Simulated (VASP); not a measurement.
Input of a VASP 6.6.1 run:

Contents of INCAR:

```
SYSTEM = Au
PREC = Accurate ; ENCUT = 520
EDIFF = 1E-6 ; ISMEAR = -1
SIGMA = 0.05 ; LREAL = .False.
LASPH = .True. ; NELM = 150
ALGO = Normal ; ISIF = 2
LWAVE = .False. ; LCHARG = .False.
MAGMOM = 0 0 0 0 0 0 ; LORBIT = 11
LSORBIT = .True. ; GGA_COMPAT = .False.
LORBMOM = .True. ; LMAXMIX = 4
GGA = PE ; NBANDS = 34
```

The input KPOINTS:

```
Automatic mesh
0
Gamma
  16 16 9
  0 0 0
```

POSCAR

```
Au
1.0
    2.9186387650      0.0000000000      0.0000000000
   -1.4593193825      2.5276153150      0.0000000000
    0.0000000000      0.0000000000      4.8304882109
Au
2
Direct
    0.3333333333      0.6666666667      0.2500000000
    0.6666666667      0.3333333333      0.7500000000
```

Potentials or basis: VASP PAW PBE potentials, release 64 (Au).

Launch:

```console
$ cat potpaw_PBE.64/Au/POTCAR > POTCAR
$ mpirun -np 1 vasp_ncl > vasp.out
```

(1) Estimate the pressure.

(2) What does it give for the net moment?

Answers

(1) 0.1 GPa.

(2) 0.00 μB per cell.
